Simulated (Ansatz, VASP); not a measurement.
**InP: VASP beside Ansatz**

POSCAR

```
InP
1.0
    0.0000000000      2.4627622775      2.4627622775
    2.4627622775      0.0000000000      2.4627622775
    2.4627622775      2.4627622775      0.0000000000
In P
1 1
Direct
    0.0000000000      0.0000000000      0.0000000000
    0.5000000000      0.5000000000      0.5000000000
```

INCAR.step1

```
  PREC = Accurate
  ENCUT = 520
  ISMEAR = -1
  SIGMA = 0.05
  LREAL = False
  LASPH = True
  NELM = 80
  NBANDS = 16
  GGA = PE
  ALGO = Normal
  EDIFF = 1E-4
  LWAVE = True
  LCHARG = False
```

The input INCAR.step2:

```
  PREC = Accurate
  ENCUT = 520
  EDIFF = 1E-7
  ISMEAR = -1
  SIGMA = 0.05
  LREAL = False
  LASPH = True
  NELM = 80
  ALGO = Normal
  ISIF = 2
  LWAVE = False
  LCHARG = False
  METAGGA = R2SCAN
  LMIXTAU = True
  NBANDS = 16
  ISTART = 1
```

KPOINTS

```
regular mesh
0
Gamma
  14 14 14
```

Input for Ansatz:

```yaml
crystal:
  lattice:
    - [0.0, 2.4627622775, 2.4627622775]
    - [2.4627622775, 0.0, 2.4627622775]
    - [2.4627622775, 2.4627622775, 0.0]
  atoms:
    - { symbol: In, position: [0.0, 0.0, 0.0] }
    - { symbol: P, position: [0.5, 0.5, 0.5] }
kpoints:
  mp_grid: { grid: [14, 14, 14] }
scf:
  occupations: { method: fermi_dirac, width: 0.05 }
hamiltonian:
  xc: r2scan
  pseudopotentials: { kind: paw }
output:
  forces: true
  stress: true
  eigenvalues: true
  populations: true
```

Change from the starting cell: volume scaled by 0.72, PAW files.

Alike in both runs: task single point; functional r2SCAN; k mesh 14 × 14 × 14; occupations fermi-dirac, width 0.05 eV; no spin polarisation.

|  | VASP | Ansatz |
| --- | --- | --- |
| version | VASP 6.6.1 | Ansatz 0.2.0 |
| potentials or method | VASP PAW PBE potentials, release 64 (In_d, P) | PAW with Ansatz's default frozen-core files, scalar-relativistic |
| plane-wave cutoff (eV) | 520 | 500 |
| valence electrons in the cell | 18 | 18 |

|  | VASP | Ansatz | Ansatz less VASP |
| --- | --- | --- | --- |
| pressure (GPa) | 59.2 | 59.1 | -0.08 |

VASP's potentials were made for PBE, not for r2SCAN. Both programs put the cell under a high pressure, so it lies far from rest at this level. The functional is the same, so the differences come from potentials, cutoffs and numerics.
